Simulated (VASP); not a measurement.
# SnGe2 (Fm-3m) in VASP: a series of runs, part 2 of 2

VASP 6.6.1.

### Step 3. Single point, PBE

This run uses another cell than the first one, of 18.97 Å³/atom, 1.056 times its volume.

The input, INCAR:

```
SYSTEM = SnGe2
  PREC = Accurate
  ENCUT = 520
  EDIFF = 1E-6
  ISMEAR = -1
  SIGMA = 0.15
  LREAL = .False.
  LASPH = .True.
  NELM = 100
  ALGO = Normal
  ISIF = 2
  LWAVE = .False.
  LCHARG = .False.
  GGA = PE
  NBANDS = 28
```

The input, KPOINTS:

```
regular mesh
0
Gamma
  12 12 12
  0 0 0
```

The input, POSCAR:

```
SnGe2
1.0
    0.0000000000      3.0531391523      3.0531391523
    3.0531391523      0.0000000000      3.0531391523
    3.0531391523      3.0531391523      0.0000000000
Sn Ge
1 2
Direct
    0.0000000000      0.0000000000      0.0000000000
    0.7500000000      0.7500000000      0.7500000000
    0.2500000000      0.2500000000      0.2500000000
```

Potentials or basis: VASP PAW PBE potentials, release 64 (Sn_d, Ge_d).

Launch:

```console
$ cat potpaw_PBE.64/Sn_d/POTCAR potpaw_PBE.64/Ge_d/POTCAR > POTCAR
$ mpirun -np 1 vasp_std > vasp.out
```

OUTCAR:

```text
SYSTEM = SnGe2
   PREC = Accurate
   ENCUT = 520
   EDIFF = 1E-6
   ISMEAR = -1
   LREAL = .False.
   LASPH = .True.
   NELM = 100
   ISIF = 2
   GGA = PE

 ion  position               nearest neighbor table
   1  0.000  0.000  0.000-   2 2.64   2 2.64   2 2.64   2 2.64   3 2.64   3 2.64   3 2.64   3 2.64

   2  0.750  0.750  0.750-   1 2.64   1 2.64   1 2.64   1 2.64
   3  0.250  0.250  0.250-   1 2.64   1 2.64   1 2.64   1 2.64

  LATTYP: Found a face centered cubic cell.
 ALAT       =     6.1062783046

  Lattice vectors:

 A1 = (   0.0000000000,   3.0531391523,   3.0531391523)
 A2 = (   3.0531391523,   0.0000000000,   3.0531391523)
 A3 = (   3.0531391523,   3.0531391523,   0.0000000000)

Analysis of symmetry for initial positions (statically):
=====================================================================
 Subroutine PRICEL returns:
 Original cell was already a primitive cell.

 Routine SETGRP: Setting up the symmetry group for a
 face centered cubic supercell.

 Subroutine GETGRP returns: Found 48 space group operations
 (whereof 48 operations were pure point group operations)
 out of a pool of 48 trial point group operations.

The static configuration has the point symmetry O_h .

Analysis of symmetry for dynamics (positions and initial velocities):
=====================================================================
 Subroutine PRICEL returns:
 Original cell was already a primitive cell.

 Routine SETGRP: Setting up the symmetry group for a
 face centered cubic supercell.

 Subroutine GETGRP returns: Found 48 space group operations
 (whereof 48 operations were pure point group operations)
 out of a pool of 48 trial point group operations.

The dynamic configuration has the point symmetry O_h .

 Subroutine INISYM returns: Found 48 space group operations
[... 107 lines left out ...]
   POTIM  = 0.5000    time-step for ionic-motion
   TEBEG  =    0.0;   TEEND  =   0.0 temperature during run
   PSTRESS=    0.0 pullay stress
   NELECT =      42.0000    total number of electrons
   NUPDOWN=      -1.0000    fix difference up-down
   EMIN   =  10.00;   EMAX   =-10.00  energy-range for DOS
   EFERMI =   0.00;   METHOD = LEGACY
   ISMEAR =    -1;   SIGMA  =   0.15  broadening in eV -4-tet -1-fermi 0-gaus
   EFERMI_NEDOS =   21; number of points for ismear=-14 and -15
   IALGO  =     38    algorithm
   IMIX   =      4    mixing-type and parameters
     AMIX     =   0.40;   BMIX     =  1.00
     AMIX_MAG =   1.60;   BMIX_MAG =  1.00
  volume/ion in A,a.u.               =      18.97       128.04
  Fermi-wavevector in a.u.,A,eV,Ry     =   1.479340  2.795547 29.775626  2.188447
  Thomas-Fermi vector in A             =   2.593510
   LORBIT       =      0    0 simple, 1 ext, 2 COOP (PROOUT), +10 PAW based schemes
   GGA     = PE    functional components
   LHFCALC =     F    Hartree Fock is set to
   AEXX    =    0.0000 exact exchange contribution
   IVDW    =     0    specifies the selected vdW correction
   LEPSILON=     F    determine dielectric tensor
   LRPA    =     F    only Hartree local field effects (RPA)
 non-spin polarized calculation
  energy-cutoff  :      520.00
  volume of cell :       56.92
 maximum number of plane-waves:      1552
   NGX = 17   NGY = 17   NGZ = 17

 number of electron      41.9999983 magnetization

 Free energy of the ion-electron system (eV)
  ---------------------------------------------------
  ext. energy  EPLUGINS =         0.00000000
  ---------------------------------------------------
  free energy    TOTEN  =       -10.30406804 eV

  energy without entropy =      -10.20199737  energy(sigma->0) =      -10.25303270

 E-fermi :   9.1111     XC(G=0): -11.3530

 val. band max:        9.0926624053   @ k =   0.1667   0.1667   0.0000
 cond. band min:       9.2179785004   @ k =   0.3333   0.1667   0.0000
 fundamental gap:      0.1253160951
 Fermi energy:         9.1110788176

 k-point     1 :       0.0000    0.0000    0.0000
  band No.  band energies     occupation
      1     -15.9215      2.00000
      2     -15.9215      2.00000
      3     -15.8945      2.00000
      4     -15.8945      2.00000
      5     -15.8945      2.00000
      6     -15.8478      2.00000
[... 733 lines left out ...]
     27      17.3638      0.00000
     28      18.7386      0.00000

 [... further k-points ...]
[... 5 lines left out ...]
  --------------------------------------------------------------------------------------
  -------------------------------------------------------------------------------------
  Total       10.9935575     10.9935575     10.9935575      0.0000000      0.0000000     -0.0000000
  in kB      309.4418458    309.4418458    309.4418458      0.0000000      0.0000000     -0.0000000
  external PRESSURE =     309.4418458 kB  Pullay stress =       0.0000000 kB

 VOLUME and BASIS-vectors are now :
 -----------------------------------------------------------------------------
  energy-cutoff  :      520.00
  volume of cell :       56.92
      direct lattice vectors                 reciprocal lattice vectors
     0.000000000  3.053139152  3.053139152    -0.163765873  0.163765873  0.163765873
     3.053139152  0.000000000  3.053139152     0.163765873 -0.163765873  0.163765873
     3.053139152  3.053139152  0.000000000     0.163765873  0.163765873 -0.163765873

 POSITION                                       TOTAL-FORCE (eV/Angst)
 -----------------------------------------------------------------------------------
      0.00000      0.00000      0.00000         0.000000      0.000000      0.000000
      4.57971      4.57971      4.57971         0.000000     -0.000000      0.000000
      1.52657      1.52657      1.52657        -0.000000     -0.000000     -0.000000
 -----------------------------------------------------------------------------------
    total drift:                                0.000000     -0.000000      0.000000

  FREE ENERGIE OF THE ION-ELECTRON SYSTEM (eV)
  ---------------------------------------------------
  free  energy   TOTEN  =       -10.3040680371 eV

  energy  without entropy=      -10.2019973681  energy(sigma->0) =      -10.25303270
```

OSZICAR:

```text
N       E                     dE             d eps       ncg     rms          rms(c)
DAV:   1     0.331412766742E+03    0.33141E+03   -0.20986E+04  4648   0.387E+03
DAV:   2     0.427906680111E+02   -0.28862E+03   -0.28264E+03  4040   0.669E+02
DAV:   3    -0.803263559978E+01   -0.50823E+02   -0.50116E+02  4424   0.188E+02
DAV:   4    -0.103546069880E+02   -0.23220E+01   -0.23090E+01  4668   0.455E+01
DAV:   5    -0.104125044031E+02   -0.57897E-01   -0.57879E-01  5236   0.724E+00    0.422E+00
DAV:   6    -0.103428089194E+02    0.69695E-01   -0.39918E-02  5296   0.276E+00    0.240E+00
DAV:   7    -0.103041626873E+02    0.38646E-01   -0.33082E-02  5292   0.237E+00    0.144E-01
DAV:   8    -0.103039882859E+02    0.17440E-03   -0.58989E-03  4616   0.111E+00    0.468E-02
DAV:   9    -0.103040551866E+02   -0.66901E-04   -0.25978E-04  5080   0.178E-01    0.194E-02
DAV:  10    -0.103040675562E+02   -0.12370E-04   -0.28836E-05  4440   0.471E-02    0.529E-03
DAV:  11    -0.103040680371E+02   -0.48092E-06   -0.52468E-06  4188   0.396E-02
   1 F= -.10304068E+02 E0= -.10253033E+02  d E =-.102071E+00
```

stdout:

```text
POSCAR found type information on POSCAR SnGe
 POSCAR found :  2 types and       3 ions
 scaLAPACK will be used
 LDA part: xc-table for (Slater+PW92), standard interpolation
 POSCAR, INCAR and KPOINTS ok, starting setup
 FFT: planning ... GRIDC
 FFT: planning ... GRID_SOFT
 FFT: planning ... GRID
 WAVECAR not read
 entering main loop
```

It took 35 s on 1 thread of Intel Xeon Platinum 8488C (Sapphire Rapids), shared host; peak memory 0.24 GiB.

What came out:

* Free energy: -10.3041 eV
* Pressure: 30.9 GPa
* Band gap on the k mesh: zero (band 21 reaches 10.03 eV, above the bottom of band 22 at 7.93 eV)

Levels at points of the mesh, in eV from the Fermi level:
| k point | band 17 | band 18 | band 19 | band 20 | band 21 | band 22 | band 23 | band 24 | band 25 | band 26 |
| --- | --- | --- | --- | --- | --- | --- | --- | --- | --- | --- |
| (0.00, 0.00, 0.00) | -5.03 | -1.82 | -1.82 | -1.82 | -1.00 | -1.00 | -1.00 | 0.12 | 3.22 | 3.22 |
| (0.50, 0.00, 0.00) | -10.63 | -4.15 | -3.31 | -3.31 | -0.93 | -0.93 | -0.63 | 5.70 | 5.99 | 5.99 |
| (0.50, 0.50, 0.00) | -9.73 | -7.36 | -5.52 | -5.52 | -1.29 | 4.42 | 4.42 | 5.82 | 6.70 | 7.61 |

Caveat: spin-orbit coupling is left out, which moves the levels of the heavy elements.

### Step 4. Relaxation of cell and atoms, PBE, target pressure 41 GPa, at which the enthalpy is minimised

This run uses another cell than the first one, of 26.15 Å³/atom, 1.455 times its volume.

The input, INCAR:

```
PREC = Accurate
ENCUT = 600
EDIFF = 1E-6
ISMEAR = -1
SIGMA = 0.15
LREAL = F
LASPH = T
NELM = 100
ALGO = Normal
ISIF = 3
LWAVE = F
LCHARG = F
GGA = PE
IBRION = 2
NSW = 80
EDIFFG = -0.001
PSTRESS = 410.0
```

The input, KPOINTS:

```
Automatic mesh
0
Gamma
  12 12 12
```

The input, POSCAR:

```
SnGe2
1.0
    0.0000000000      3.3978336137      3.3978336137
    3.3978336137      0.0000000000      3.3978336137
    3.3978336137      3.3978336137      0.0000000000
Sn Ge
1 2
Direct
    0.0000000000      0.0000000000      0.0000000000
    0.7500000000      0.7500000000      0.7500000000
    0.2500000000      0.2500000000      0.2500000000
```

Launch:

```console
$ cat potpaw_PBE.64/Sn_d/POTCAR potpaw_PBE.64/Ge_d/POTCAR > POTCAR
$ mpirun -np 1 vasp_std > vasp.out
```

Run time: 23 min. Hardware: 1 thread of Intel Xeon 6975P-C (Granite Rapids), shared host; peak memory 0.37 GiB.

The run converged. Its results:

```yaml
Free_energy: -9.6436 eV
Relaxed_volume: 17.98 Å³/atom
Relaxed_cell: a = 4.241 Å, b = 4.241 Å, c = 4.241 Å, α = 60.00°, β = 60.00°, γ = 60.00°
Space_group_after_relaxing_to_0.05_Å: Fm-3m (No. 225)
Energy_change_on_relaxing_the_enthalpy_is_what_falls: +739.1 meV/atom
Ionic_steps: 31
Pressure_after_relaxing: 41.0 GPa
Band_gap_on_the_k_mesh: zero (band 21 reaches 10.92 eV, above the bottom of band 22 at 8.70 eV)
```

The path:
| step | energy change (eV) | largest force (eV/Å) | pressure (GPa) | volume (Å³) |
| --- | --- | --- | --- | --- |
| 1 | 0.0000 | 0.0000 | 0.09 | 78.46 |
| 2 | 44.4095 | 0.0000 | 776.04 | 24.44 |
| 3 | 1.2208 | 0.0000 | 25.94 | 58.79 |
| 4 | 1.5932 | 0.0000 | 31.84 | 56.71 |
| 5 | 2.2213 | 0.0000 | 41.26 | 53.93 |
| 6 | 2.1128 | 0.0000 | 39.18 | 54.36 |
| 7 | 2.1236 | 0.0000 | 39.62 | 54.32 |
| 8 | 2.1561 | 0.0000 | 40.14 | 54.19 |
| 9 | 2.1573 | 0.0000 | 40.21 | 54.18 |
| 10 | 2.1608 | 0.0000 | 40.10 | 54.17 |
| 11 | 2.1678 | 0.0000 | 40.16 | 54.14 |
| 12 | 2.1819 | 0.0000 | 40.49 | 54.09 |
| 13 | 2.2103 | 0.0000 | 40.94 | 53.98 |
| 14 | 2.2144 | 0.0000 | 40.87 | 53.96 |
| 15 | 2.2227 | 0.0000 | 40.95 | 53.93 |
| 16 | 2.2392 | 0.0000 | 41.34 | 53.86 |
| 17 | 2.2247 | 0.0000 | 41.07 | 53.92 |
| 18 | 2.2236 | 0.0000 | 40.97 | 53.92 |
| 19 | 2.2239 | 0.0000 | 41.06 | 53.92 |
| 20 | 2.2237 | 0.0000 | 41.11 | 53.92 |
| 21 | 2.2236 | 0.0000 | 41.08 | 53.92 |
| 22 | 2.2227 | 0.0000 | 40.98 | 53.93 |
| 23 | 2.2229 | 0.0000 | 41.05 | 53.93 |
| 24 | 2.2228 | 0.0000 | 41.08 | 53.93 |
| 25 | 2.2220 | 0.0000 | 41.11 | 53.93 |
| 26 | 2.2197 | 0.0000 | 41.04 | 53.94 |
| 27 | 2.2152 | 0.0000 | 40.96 | 53.96 |
| 28 | 2.2176 | 0.0000 | 40.98 | 53.95 |
| 29 | 2.2184 | 0.0000 | 41.07 | 53.94 |
| 30 | 2.2178 | 0.0000 | 41.04 | 53.95 |
| 31 | 2.2173 | 0.0000 | 41.00 | 53.95 |

Final structure:
```cif
data_structure
_symmetry_space_group_name_H-M 'P 1'
_symmetry_Int_Tables_number 1
_cell_length_a 4.2413
_cell_length_b 4.2413
_cell_length_c 4.2413
_cell_angle_alpha 60.000
_cell_angle_beta 60.000
_cell_angle_gamma 60.000
_cell_volume 53.95
loop_
_atom_site_label
_atom_site_type_symbol
_atom_site_fract_x
_atom_site_fract_y
_atom_site_fract_z
_atom_site_occupancy
Sn1 Sn 0.00000 0.00000 0.00000 1
Ge1 Ge 0.75000 0.75000 0.75000 1
Ge2 Ge 0.25000 0.25000 0.25000 1
```

Levels at points of the mesh, in eV from the Fermi level:
| k point | band 17 | band 18 | band 19 | band 20 | band 21 | band 22 | band 23 | band 24 | band 25 |
| --- | --- | --- | --- | --- | --- | --- | --- | --- | --- |
| (0.00, 0.00, 0.00) | -4.89 | -1.94 | -1.94 | -1.94 | -1.08 | -1.08 | -1.08 | 0.56 | 3.21 |
| (0.50, 0.00, 0.00) | -11.01 | -4.01 | -3.51 | -3.51 | -1.04 | -1.04 | -0.61 | 6.11 | 6.14 |
| (0.50, 0.50, 0.00) | -10.08 | -7.40 | -5.84 | -5.84 | -1.42 | 4.65 | 4.65 | 6.11 | 7.21 |

Caveat: the cell is relaxed towards a set pressure, so the enthalpy falls and the energy may rise; the volume moved by over 15 % at a fixed basis, so the end points are rough; spin-orbit coupling is left out, which moves the levels of the heavy elements.

### Step 5. Summary

```tsv
task	cell	cutoff (eV)	gap on the mesh (eV)	pressure (GPa)
single point	a = 4.241 Å, angles 60.0°, 3 atoms	520	none	41.0
single point	a = 4.318 Å, angles 60.0°, 3 atoms	520	none	30.9
relaxation of cell and atoms	relaxed to 41 GPa from a = 4.805 Å, angles 60.0°, 3 atoms	600	none	41.0
```

Alike in all rows: level PBE; potentials or basis VASP PAW PBE potentials, release 64 (Sn_d, Ge_d); no spin polarisation; k mesh 12 × 12 × 12; smearing fermi-dirac 0.15 eV.

Caveats: spin-orbit coupling is left out, which moves the levels of the heavy elements; the cell is relaxed towards a set pressure, so the enthalpy falls and the energy may rise (some runs); the volume moved by over 15 % at a fixed basis, so the end points are rough (some runs).

Total energies depend on the potentials used, so only differences within one code and one set of settings carry meaning.
